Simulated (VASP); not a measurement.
Set up this calculation in VASP 6.6.1, as the native input.

```
Task                               : relaxation of cell and atoms
Functional                         : HF
Potentials or basis                : VASP PAW PBE potentials, release 64 (Ba_sv, S)
Cutoff                             : 600 eV
k mesh                             : 4 × 4 × 4
Occupations                        : fermi-dirac, width 0.05 eV
Spin                               : no spin polarisation
Dipole correction                  : no
Grid for exact exchange (PRECFOCK) : Normal
Further INCAR settings             : ALGO = Normal; EDIFF = 1e-07; IBRION = 2; EDIFFG = -0.01; NSW = 60; ISIF = 3
Share of exact exchange            : 1
```

BaS:

```
Ba S
1.0
     0.00000    3.19375    3.19375
     3.19375    0.00000    3.19375
     3.19375    3.19375    0.00000
Ba S
1 1
Direct
  0.00000 0.00000 0.00000
  0.50000 0.50000 0.50000
```

One way to write it, as run:

POSCAR

```
BaS
1.0
    0.0000000000      3.1937500000      3.1937500000
    3.1937500000      0.0000000000      3.1937500000
    3.1937500000      3.1937500000      0.0000000000
Ba S
1 1
Direct
    0.0000000000      0.0000000000      0.0000000000
    0.5000000000      0.5000000000      0.5000000000
```

INCAR.step1

```
PREC = Accurate
ENCUT = 600
EDIFF = 1E-5
ISMEAR = -1
SIGMA = 0.05
LREAL = False
LASPH = True
NELM = 80
ALGO = Normal
LWAVE = True
LCHARG = False
GGA = PE
NBANDS = 15
```

INCAR.step2

```
PREC = Accurate
ENCUT = 600
EDIFF = 1E-7
ISMEAR = -1
SIGMA = 0.05
LREAL = False
LASPH = True
NELM = 80
ALGO = Normal
ISIF = 3
LWAVE = False
LCHARG = False
GGA = PE
LHFCALC = True
AEXX = 1.0
ALDAC = 0.0
AGGAC = 0.0
PRECFOCK = Normal
IBRION = 2
NSW = 60
EDIFFG = -0.01
ISTART = 1
```

KPOINTS

```
Automatic mesh
0
Gamma
  4 4 4
```

Potentials or basis: VASP PAW PBE potentials, release 64 (Ba_sv, S).

Launch:

```bash
$ cat potpaw_PBE.64/Ba_sv/POTCAR potpaw_PBE.64/S/POTCAR > POTCAR
$ cp INCAR.step1 INCAR
$ mpirun -np 1 vasp_std > vasp.out
$ cp INCAR.step2 INCAR
$ mpirun -np 1 vasp_std > vasp.out
```

Results of the run:

The relaxed volume is 36.41 Å³/atom and the relaxed cell is a = 4.687 Å, b = 4.687 Å, c = 4.687 Å, α = 60.00°, β = 60.00°, γ = 60.00°. The space group after relaxing (to 0.1 Å) is Fm-3m (No. 225), the energy gained by relaxing is 60.9 meV/atom and the ionic steps are 3. The pressure after relaxing is 0.0 GPa and the band gap on the k mesh is 9.18 eV (least direct gap 9.45 eV).

Caveat: the k points lie up to 0.41 Å⁻¹ apart in the final cell; the PAW data sets were made with another functional, which shifts forces and pressure a little; spin-orbit coupling is left out, which moves the levels of the heavy elements.

It took 32 min on 1 thread of Intel(R) Xeon(R) Platinum 8488C (Sapphire Rapids), with other jobs on the host, peak memory 0.23 GiB.
